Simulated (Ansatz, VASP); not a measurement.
Ir: VASP beside Ansatz

The input INCAR:

```
ALGO = Normal ; EDIFF = 1E-6
ENCUT = 500 ; GGA = PE
GGA_COMPAT = F ; ISIF = 2
ISMEAR = 0 ; LASPH = T
LCHARG = F ; LMAXMIX = 4
LNONCOLLINEAR = T ; LORBIT = 11
LORBMOM = T ; LREAL = F
LSORBIT = T ; LWAVE = F
MAGMOM = 0 0 0 ; NBANDS = 28
NELM = 200 ; PREC = Accurate
SIGMA = 0.05
```

File KPOINTS:

```
k-points
0
Gamma
  12 12 12
```

File POSCAR:

```
Ir
1.0
    0.0000000000      1.9200010851      1.9200010851
    1.9200010851      0.0000000000      1.9200010851
    1.9200010851      1.9200010851      0.0000000000
Ir
1
Direct
    0.0000000000      0.0000000000      0.0000000000
```

Input for Ansatz:

```yaml
crystal:
  lattice:
    - [0.0, 1.9200010851, 1.9200010851]
    - [1.9200010851, 0.0, 1.9200010851]
    - [1.9200010851, 1.9200010851, 0.0]
  atoms:
    - { symbol: Ir, position: [0.0, 0.0, 0.0] }
basis:
  ecutwfc: 420
  ecutrho_ratio: 4
kpoints:
  mp_grid: { grid: [12, 12, 12] }
  band_path:
    path:
      - [[0.0, 0.0, 0.0], [0.5, 0.0, 0.5], [0.625, 0.25, 0.625]]
      - [[0.375, 0.375, 0.75], [0.0, 0.0, 0.0], [0.5, 0.5, 0.5], [0.5, 0.25, 0.75], [0.5, 0.0, 0.5]]
    npoints: 10
hamiltonian:
  xc: pbe
scf:
  occupations: { method: gaussian, width: 0.05 }
output:
  forces: true
  stress: true
  eigenvalues: true
  populations: true
  eigenstates:
    nscf_kmesh: { grid: [22, 22, 22] }
    de_dk: true
    e_range: [-2.5, 2.5]
  write_density: true
  write_potential: true
  elf: true
  volumetric_format: npy
magnetization:
  noncollinear: true
  spin_orbit: true
```

Alike in both runs: task single point; functional PBE; k mesh 12 × 12 × 12; occupations gaussian, width 0.05 eV; non-collinear spin, spin-orbit coupling.

|  | VASP | Ansatz |
| --- | --- | --- |
| version | VASP 6.6.1 | Ansatz 0.2.0 |
| potentials or method | VASP PAW PBE potentials, release 64 (Ir_sv_GW), cutoff 500 eV | plane waves, PAW |
| valence electrons in the cell | 17 | 17 |

VASP gave:

```
pressure (GPa)           : 7.0
net moment per atom (μB) : 0.00
```

Problem. What did Ansatz give for the same quantities?

Solution. Pressure (GPa): 9.0; net moment per atom (μB): 0.00.
